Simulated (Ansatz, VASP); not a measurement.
Two plane-wave programs on Rb

```
Rb
1.0
     4.80187    0.00000    0.00000
    -2.40094    4.15854    0.00000
     0.00000    0.00000    4.51376
Rb
1
Direct
  0.00000 0.00000 0.00000
```

Change from the starting cell: volume scaled by 0.95, PAW files.

Alike in both runs: task single point; functional PBE; k mesh 9 × 9 × 8; occupations fermi-dirac, width 0.05 eV; no spin polarisation.

```csv
,VASP,Ansatz
version,VASP 6.6.1,Ansatz 0.2.0
potentials or method,"VASP PAW PBE potentials, release 64 (Rb_sv)","PAW with Ansatz's default frozen-core files, scalar-relativistic"
plane-wave cutoff (eV),520,420
valence electrons in the cell,9,9
```

|  | VASP | Ansatz | Ansatz less VASP |
| --- | --- | --- | --- |
| pressure (GPa) | 0.1 | 0.1 | 0.00 |

With one functional, cell and mesh, what is left measures potentials, basis and numerics.
